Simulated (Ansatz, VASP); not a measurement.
# Two plane-wave programs on KZnF3

Contents of INCAR:

```
SYSTEM = KZnF3
PREC     = Accurate       ! precision mode
ENCUT    = 520            ! plane-wave cutoff, eV
EDIFF    = 1E-6           ! SCF threshold, eV
ISMEAR   = 0              ! smearing method
SIGMA    = 0.05           ! smearing width, eV
LREAL    = .FALSE.        ! projectors in reciprocal space
LASPH    = .TRUE.         ! aspherical terms in the spheres
NELM     = 100            ! most SCF steps
ALGO     = Normal         ! electronic algorithm
ISIF     = 2              ! what is computed and relaxed
LWAVE    = .FALSE.        ! write WAVECAR
LCHARG   = .FALSE.        ! write CHGCAR
GGA      = PE             ! functional
NBANDS   = 29             ! bands
```

The input KPOINTS:

```
Automatic mesh
0
G
  6 6 6
  0 0 0
```

File POSCAR:

```
KZnF3
1.0
    3.6083214502      0.0000000000      0.0000000000
    0.0000000000      3.6083214502      0.0000000000
    0.0000000000      0.0000000000      5.1021665305
K Zn F
1 1 3
Direct
    0.0000000000      0.0000000000      0.0000000000
    0.5000000000      0.5000000000      0.5000000000
    0.5000000000      0.5000000000      0.0000000000
    0.0000000000      0.5000000000      0.5000000000
    0.5000000000      0.0000000000      0.5000000000
```

Input for Ansatz:

```yaml
crystal:
  lattice:
    - [3.6083214502, 0.0, 0.0]
    - [0.0, 3.6083214502, 0.0]
    - [0.0, 0.0, 5.1021665305]
  atoms:
    - { symbol: K, position: [0.0, 0.0, 0.0] }
    - { symbol: Zn, position: [0.5, 0.5, 0.5] }
    - { symbol: F, position: [0.5, 0.5, 0.0] }
    - { symbol: F, position: [0.0, 0.5, 0.5] }
    - { symbol: F, position: [0.5, 0.0, 0.5] }
basis:
  ecutwfc: 420
kpoints:
  mp_grid: { grid: [6, 6, 6] }
hamiltonian:
  xc: pbe
scf:
  occupations: { method: gaussian, width: 0.05 }
output:
  forces: true
  stress: true
  eigenvalues: true
```

Alike in both runs: task single point; functional PBE; k mesh 6 × 6 × 6; occupations gaussian, width 0.05 eV; no spin polarisation.

```csv
,VASP,Ansatz
version,VASP 6.6.1,Ansatz 0.2.0
potentials or method,"VASP PAW PBE potentials, release 64 (K_sv, Zn, F), cutoff 520 eV","scalar-relativistic, plane waves, PAW"
valence electrons in the cell,42,42
```

```csv
,VASP,Ansatz,Ansatz less VASP
gap on the k mesh at the Fermi level (eV),2.78,2.84,+0.063
least direct gap on the mesh (eV),5.37,5.40,+0.037
pressure (GPa),19.8,19.0,-0.86
"traceless stress, the component that is largest in VASP (GPa)",-22.46,-21.41,+1.049
```
